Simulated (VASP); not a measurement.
# Si (Fd-3m) in VASP: electric field gradients with PBE

Aim: the electric field gradients of Si with PBE.

Program: VASP 6.6.1. These are calculated values, not measurements. Logs are shortened: lines on timing, memory, paths and dates and some standing lists are left out, and cuts for length are marked.

### 1 The cell of the first run

Symmetry: Fd-3m, No. 227, cubic system. Conventional cell: a = 5.427 Å, b = 5.427 Å, c = 5.427 Å, α = 90.00°, β = 90.00°, γ = 90.00°. Si (site symmetry -43m) has 4 Si at 2.35 Å within 3.1 Å.

### 2 Electric field gradients, PBE

The input, INCAR:

```
SYSTEM = Si
ALGO = Normal ; EDIFF = 1E-8
ENCUT = 520 ; GGA = PE
ISIF = 2 ; ISMEAR = -1
LASPH = .True. ; LCHARG = .False.
LEFG = .True. ; LREAL = .False.
LWAVE = .False. ; NBANDS = 11
NELM = 60 ; PREC = Accurate
SIGMA = 0.05
```

The input, KPOINTS:

```
k-points
0
Gamma
  10 10 10
  0 0 0
```

The input, POSCAR:

```
Si
1.0
    0.0000000000      2.7135600000      2.7135600000
    2.7135600000      0.0000000000      2.7135600000
    2.7135600000      2.7135600000      0.0000000000
Si
2
Direct
    0.7500000000      0.7500000000      0.7500000000
    0.5000000000      0.5000000000      0.5000000000
```

Potentials or basis: VASP PAW PBE potentials, release 64 (Si).

Launch:

```sh
$ cat potpaw_PBE.64/Si/POTCAR > POTCAR
$ mpirun -np 1 vasp_std > vasp.out
```

OUTCAR:

```text
SYSTEM = Si
   EDIFF = 1E-8
   ENCUT = 520
   GGA = PE
   ISIF = 2
   ISMEAR = -1
   LASPH = .True.
   LREAL = .False.
   NELM = 60
   PREC = Accurate

 ion  position               nearest neighbor table
   1  0.750  0.750  0.750-   2 2.35   2 2.35   2 2.35   2 2.35
   2  0.500  0.500  0.500-   1 2.35   1 2.35   1 2.35   1 2.35

  LATTYP: Found a face centered cubic cell.
 ALAT       =     5.4271200000

  Lattice vectors:

 A1 = (   0.0000000000,   2.7135600000,   2.7135600000)
 A2 = (   2.7135600000,   0.0000000000,   2.7135600000)
 A3 = (   2.7135600000,   2.7135600000,   0.0000000000)

Analysis of symmetry for initial positions (statically):
=====================================================================
 Subroutine PRICEL returns:
 Original cell was already a primitive cell.

 Routine SETGRP: Setting up the symmetry group for a
 face centered cubic supercell.

 Subroutine GETGRP returns: Found 48 space group operations
 (whereof 24 operations were pure point group operations)
 out of a pool of 48 trial point group operations.

The static configuration has the point symmetry T_d .
 The point group associated with its full space group is O_h .

Analysis of symmetry for dynamics (positions and initial velocities):
=====================================================================
 Subroutine PRICEL returns:
 Original cell was already a primitive cell.

 Routine SETGRP: Setting up the symmetry group for a
 face centered cubic supercell.

 Subroutine GETGRP returns: Found 48 space group operations
 (whereof 24 operations were pure point group operations)
 out of a pool of 48 trial point group operations.

The dynamic configuration has the point symmetry T_d .
 The point group associated with its full space group is O_h .

 Subroutine INISYM returns: Found 48 space group operations
 (whereof 24 operations are pure point group operations),
 and found     1 'primitive' translations

----------------------------------------------------------------------------------------

                                     Primitive cell

  volume of cell :      39.9621

  direct lattice vectors                    reciprocal lattice vectors
     0.000000000  2.713560000  2.713560000    -0.184259792  0.184259792  0.184259792
     2.713560000  0.000000000  2.713560000     0.184259792 -0.184259792  0.184259792
     2.713560000  2.713560000  0.000000000     0.184259792  0.184259792 -0.184259792

  length of vectors
     3.837553354  3.837553354  3.837553354     0.319147321  0.319147321  0.319147321

  position of ions in fractional coordinates (direct lattice)
     0.750000000  0.750000000  0.750000000
     0.500000000  0.500000000  0.500000000

  ion indices of the primitive-cell ions
   primitive index   ion index
                 1           1
                 2           2

----------------------------------------------------------------------------------------

 KPOINTS: k-points

Automatic generation of k-mesh.
 Grid dimensions read from file:
 generate k-points for:   10   10   10

 Generating k-lattice:

  Cartesian coordinates                     Fractional coordinates (reciprocal lattice)
    -0.018425979  0.018425979  0.018425979     0.100000000  0.000000000  0.000000000
     0.018425979 -0.018425979  0.018425979     0.000000000  0.100000000  0.000000000
     0.018425979  0.018425979 -0.018425979     0.000000000  0.000000000  0.100000000

  Length of vectors
     0.031914732  0.031914732  0.031914732

  Shift w.r.t. Gamma in fractional coordinates (k-lattice)
     0.000000000  0.000000000  0.000000000

 Subroutine IBZKPT returns following result:
 ===========================================

 Found     47 irreducible k-points:

 Following reciprocal coordinates:
            Coordinates               Weight
  0.000000  0.000000  0.000000      1.000000
  0.100000  0.000000  0.000000      8.000000
  0.200000  0.000000  0.000000      8.000000
  0.300000  0.000000  0.000000      8.000000
  0.400000  0.000000  0.000000      8.000000
  0.500000  0.000000  0.000000      4.000000
[... 16 lines left out ...]
  0.300000  0.300000  0.000000      6.000000
  0.400000  0.300000  0.000000     24.000000
 [... further k-points ...]
   k-points           NKPTS =     47   k-points in BZ     NKDIM =     47   number of bands    NBANDS=     11
   number of dos      NEDOS =    301   number of ions     NIONS =      2
   total plane-waves  NPLWV =  27000
   dimension x,y,z NGX =    30 NGY =   30 NGZ =   30
   dimension x,y,z NGXF=    60 NGYF=   60 NGZF=   60
   ions per type =               2
   NGX,Y,Z   is equivalent  to a cutoff of  13.00, 13.00, 13.00 a.u.
   NGXF,Y,Z  is equivalent  to a cutoff of  25.99, 25.99, 25.99 a.u.
 SYSTEM =  Si
   PREC   = accura    normal or accurate (medium, high low for compatibility)
   ISTART =      0    job   : 0-new  1-cont  2-samecut
   ICHARG =      2    charge: 1-file 2-atom 10-const
   ISPIN  =      1    spin polarized calculation?
   LNONCOLLINEAR =      F non collinear calculations
   LSORBIT =      F    spin-orbit coupling
   LASPH  =      T    aspherical Exc in radial PAW
   ENCUT  =  520.0 eV  38.22 Ry    6.18 a.u.   7.14  7.14  7.14*2*pi/ulx,y,z
   NELM   =     60;   NELMIN=  2; NELMDL= -5     # of ELM steps
   EDIFF  = 0.1E-07   stopping-criterion for ELM
   LREAL  =      F    real-space projection
   EDIFFG = 0.1E-06   stopping-criterion for IOM
   NSW    =      0    number of steps for IOM
   IBRION =     -1    ionic relax: 0-MD 1-quasi-New 2-CG
   NFREE  =      0    steps in history (QN), initial steepest desc. (CG)
   ISIF   =      2    stress and relaxation
   ISYM   =      2    0-nonsym 1-usesym 2-fastsym
   POTIM  = 0.5000    time-step for ionic-motion
   TEBEG  =    0.0;   TEEND  =   0.0 temperature during run
   PSTRESS=    0.0 pullay stress
   NELECT =       8.0000    total number of electrons
   NUPDOWN=      -1.0000    fix difference up-down
   EMIN   =  10.00;   EMAX   =-10.00  energy-range for DOS
   EFERMI =   0.00;   METHOD = LEGACY
   ISMEAR =    -1;   SIGMA  =   0.05  broadening in eV -4-tet -1-fermi 0-gaus
   EFERMI_NEDOS =   21; number of points for ismear=-14 and -15
   IALGO  =     38    algorithm
   IMIX   =      4    mixing-type and parameters
     AMIX     =   0.40;   BMIX     =  1.00
     AMIX_MAG =   1.60;   BMIX_MAG =  1.00
  volume/ion in A,a.u.               =      19.98       134.84
  Fermi-wavevector in a.u.,A,eV,Ry     =   0.957684  1.809760 12.478691  0.917158
  Thomas-Fermi vector in A             =   2.086724
   LORBIT       =      0    0 simple, 1 ext, 2 COOP (PROOUT), +10 PAW based schemes
   GGA     = PE    functional components
   LHFCALC =     F    Hartree Fock is set to
   AEXX    =    0.0000 exact exchange contribution
   IVDW    =     0    specifies the selected vdW correction
   LEPSILON=     F    determine dielectric tensor
   LRPA    =     F    only Hartree local field effects (RPA)
 non-spin polarized calculation
  energy-cutoff  :      520.00
  volume of cell :       39.96
 maximum number of plane-waves:      1091
 NGX is ok and might be reduce to    30
   NGX = 15   NGY = 15   NGZ = 15

 number of electron       8.0000000 magnetization

 Free energy of the ion-electron system (eV)
  ---------------------------------------------------
  ext. energy  EPLUGINS =         0.00000000
  ---------------------------------------------------
  free energy    TOTEN  =       -10.84313378 eV

  energy without entropy =      -10.84311161  energy(sigma->0) =      -10.84312270

 E-fermi :   6.1200     XC(G=0):  -9.4167

 val. band max:        5.8460110801   @ k =   0.0000   0.0000   0.0000
 cond. band min:       6.4244179846   @ k =   0.4000   0.4000   0.0000
 fundamental gap:      0.5784069045
 Fermi energy:         6.1200292804

 k-point     1 :       0.0000    0.0000    0.0000
  band No.  band energies     occupation
      1      -6.1250      2.00000
      2       5.8460      1.99170
      3       5.8460      1.99170
      4       5.8460      1.99170
      5       8.4125      0.00000
      6       8.4125      0.00000
      7       8.4125      0.00000
      8       9.2427      0.00000
      9      13.5670      0.00000
     10      13.5670      0.00000
     11      13.8142      0.00000
[... 309 lines left out ...]
 k-point    24 :       0.4000    0.3000    0.0000
  band No.  band energies     occupation
      1      -3.9589      2.00000
      2       0.4258      2.00000
      3       2.9874      2.00000
      4       3.4100      2.00000
      5       6.8948      0.00000
      6       8.0896      0.00000
      7      12.8130      0.00000
      8      12.9252      0.00000
      9      16.3228      0.00000
     10      16.6446      0.00000
     11      18.0224      0.00000

 [... further k-points ...]
[... 5 lines left out ...]
  --------------------------------------------------------------------------------------
  -------------------------------------------------------------------------------------
  Total        0.5322149      0.5322149      0.5322149      0.0000000      0.0000000     -0.0000000
  in kB       21.3377853     21.3377853     21.3377853      0.0000000      0.0000000     -0.0000000
  external PRESSURE =      21.3377853 kB  Pullay stress =       0.0000000 kB

 VOLUME and BASIS-vectors are now :
 -----------------------------------------------------------------------------
  energy-cutoff  :      520.00
  volume of cell :       39.96
      direct lattice vectors                 reciprocal lattice vectors
     0.000000000  2.713560000  2.713560000    -0.184259792  0.184259792  0.184259792
     2.713560000  0.000000000  2.713560000     0.184259792 -0.184259792  0.184259792
     2.713560000  2.713560000  0.000000000     0.184259792  0.184259792 -0.184259792

 POSITION                                       TOTAL-FORCE (eV/Angst)
 -----------------------------------------------------------------------------------
      4.07034      4.07034      4.07034        -0.000000     -0.000000     -0.000000
      2.71356      2.71356      2.71356         0.000000      0.000000      0.000000
 -----------------------------------------------------------------------------------
    total drift:                               -0.000000     -0.000000     -0.000000

  FREE ENERGIE OF THE ION-ELECTRON SYSTEM (eV)
  ---------------------------------------------------
  free  energy   TOTEN  =       -10.8431337810 eV

  energy  without entropy=      -10.8431116106  energy(sigma->0) =      -10.84312270

 Electric field gradients (V/A^2)
---------------------------------------------------------------------
 ion       V_xx      V_yy      V_zz      V_xy      V_xz      V_yz
---------------------------------------------------------------------
   1      -0.000     0.000     0.000     0.000     0.000     0.000
   2      -0.000    -0.000     0.000     0.000     0.000     0.000
---------------------------------------------------------------------

 Electric field gradients after diagonalization (V/A^2)
 (convention: |V_zz| > |V_xx| > |V_yy|)
----------------------------------------------------------------------
 ion       V_xx      V_yy      V_zz     asymmetry (V_yy - V_xx)/ V_zz
----------------------------------------------------------------------
   1      -0.000    -0.000     0.000       0.000
   2      -0.000    -0.000     0.000       0.000
----------------------------------------------------------------------

           NMR quadrupolar parameters

 Cq : quadrupolar parameter    Cq=e*Q*V_zz/h
 eta: asymmetry parameters     (V_yy - V_xx)/ V_zz
 Q  : nuclear electric quadrupole moment in mb (millibarn)
----------------------------------------------------------------------
 ion       Cq(MHz)       eta       Q (mb)
----------------------------------------------------------------------
   1       0.000       0.000       1.000
   2       0.000       0.000       1.000
----------------------------------------------------------------------
```

Wall time 38 s (1 thread of Intel Xeon 8259CL, shared host); peak memory 0.16 GiB.

Results:

```
Free energy                             : -10.8431 eV
Pressure                                : 2.1 GPa
Band gap on the k mesh                  : 0.58 eV (least direct gap 2.57 eV)
Largest electric field gradient by atom : zero within the noise of the run
```

A k mesh can miss the band edges.
